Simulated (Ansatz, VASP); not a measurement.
## CoO: VASP beside Ansatz

Contents of INCAR:

```
PREC     = Accurate       # precision mode
ENCUT    = 520            # plane-wave cutoff, eV
EDIFF    = 1E-7           # SCF threshold, eV
ISMEAR   = -1             # smearing method
SIGMA    = 0.05           # smearing width, eV
LREAL    = False          # projectors in reciprocal space
LASPH    = True           # aspherical terms in the spheres
NELM     = 150            # most SCF steps
ALGO     = Normal         # electronic algorithm
ISIF     = 2              # what is computed and relaxed
LWAVE    = False          # write WAVECAR
LCHARG   = True           # write CHGCAR
ISPIN    = 2              # spin polarisation
MAGMOM   = 3 3 0 0        # initial moments
LORBIT   = 11             # projections on sites
NUPDOWN  = 6.0            # fixed moment
LMAXMIX  = 4              # l up to which the mixer works
GGA      = PE             # functional
LELF     = True           # ELF
LVHAR    = True         
NBANDS   = 27             # bands
```

Contents of KPOINTS:

```
regular mesh
0
Gamma
  8 8 5
```

POSCAR

```
CoO
1.0
    3.1976457435      0.0000000000      0.0000000000
   -1.5988228718      2.7692424462      0.0000000000
    0.0000000000      0.0000000000      5.2287097100
Co O
2 2
Direct
    0.3333333333      0.6666666667      0.5033624100
    0.0000000000      0.0000000000      0.0034741400
    0.3333333333      0.6666666667      0.8715556000
    0.0000000000      0.0000000000      0.3716088500
```

Contents of input.yaml:

```yaml
crystal:
  lattice:
    - [3.1976457435, 0.0, 0.0]
    - [-1.5988228718, 2.7692424462, 0.0]
    - [0.0, 0.0, 5.22870971]
  atoms:
    - { symbol: Co, position: [0.3333333333, 0.6666666667, 0.50336241], spin: 3.0 }
    - { symbol: Co, position: [0.0, 0.0, 0.00347414], spin: 3.0 }
    - { symbol: O, position: [0.3333333333, 0.6666666667, 0.8715556] }
    - { symbol: O, position: [0.0, 0.0, 0.37160885] }
hamiltonian:
  xc: pbe
  pseudopotentials: { kind: paw }
magnetization:
  spin_polarized: true
  initial_magnetization: 6.0
  spin_locking: { lock_magnetization: hard }
kpoints:
  mp_grid: { grid: [8, 8, 5] }
scf:
  occupations: { method: fermi_dirac, width: 0.05 }
  lower_state_search: "off"
output:
  forces: true
  stress: true
  eigenvalues: true
```

Alike in both runs: task single point; functional PBE; k mesh 8 × 8 × 5; occupations fermi-dirac, width 0.05 eV; collinear spin; fixed moment 6 μB.

|  | VASP | Ansatz |
| --- | --- | --- |
| version | VASP 6.6.1 | Ansatz 0.2.0 |
| potentials or method | VASP PAW PBE potentials, release 64 (Co, O) | Ansatz PAW |
| plane-wave cutoff (eV) | 520 | 420 |
| valence electrons in the cell | 30 | 46 |

|  | VASP | Ansatz | Ansatz less VASP |
| --- | --- | --- | --- |
| pressure (GPa) | 2.3 | 2.3 | +0.01 |
| traceless stress, the component that is largest in VASP (GPa) | 1.97 | 2.01 | +0.040 |
| rms of the force components (eV/Å) | 0.170 | 0.166 | -0.0032 |
| net moment per atom (μB) | 1.50 | 1.50 | 0.000 |
| size of the moment on the site where the two differ most (μB) | 2.55 | 2.36 | -0.189 |

Site moments also hang on the region over which each program counts them. Atom by atom the forces differ by 0.003 eV/Å (rms over components). With one functional, cell and mesh, what is left measures potentials, basis and numerics. VASP's potentials hold 30 valence electrons a cell and Ansatz's 46, so a difference there can come from the potentials and not from the codes.
